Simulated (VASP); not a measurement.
Crystal: BN.

```
CELL_PARAMETERS angstrom
0.00000 1.81300 1.81300
1.81300 0.00000 1.81300
1.81300 1.81300 0.00000
ATOMIC_POSITIONS crystal
N 0.27089 0.23971 0.22171
B 0.99730 0.96975 0.00900
```

This cell differs from its parent crystal: atoms moved at random.

- Program: VASP 6.6.1
- Task: relaxation of cell and atoms
- Functional: LDA
- Potentials or basis: VASP PAW LDA potentials, release 64 (N, B)
- Cutoff: 600 eV
- k mesh: 10 × 10 × 10
- Occupations: fermi-dirac, width 0.05 eV
- Spin: no spin polarisation

At the start: pressure -11.5 GPa; volume 5.96 Å³/atom.

How do energy, volume and symmetry change on relaxing?

Over 8 steps the energy falls by 52.1 meV/atom and the volume is 5.75 Å³/atom (-3.6 %); space group R3m (No. 160, to 0.1 Å) before, F-43m (No. 216, to 0.1 Å).

Step by step:
| step | energy change (eV) | largest force (eV/Å) | pressure (GPa) | volume (Å³) |
| --- | --- | --- | --- | --- |
| 1 | 0.0000 | 1.8771 | -11.48 | 11.92 |
| 2 | 0.0226 | 2.5354 | 14.07 | 11.20 |
| 3 | -0.1023 | 0.2648 | -2.05 | 11.56 |
| 4 | -0.1024 | 0.2724 | -1.80 | 11.55 |
| 5 | -0.1013 | 0.3490 | 2.37 | 11.43 |
| 6 | -0.1041 | 0.0560 | -0.07 | 11.50 |
| 7 | -0.1042 | 0.0555 | 0.06 | 11.49 |
| 8 | -0.1042 | 0.0011 | 0.00 | 11.50 |

Final structure:
```
N B
1.0
    -0.00006    1.79130    1.79093
     1.79126   -0.00004    1.79091
     1.79144    1.79146   -0.00022
N B
1 1
Direct
  0.25910 0.22973 0.24036
  0.00909 0.97973 0.99035
```

Caveat: the cell differs from its parent crystal (atoms moved at random).
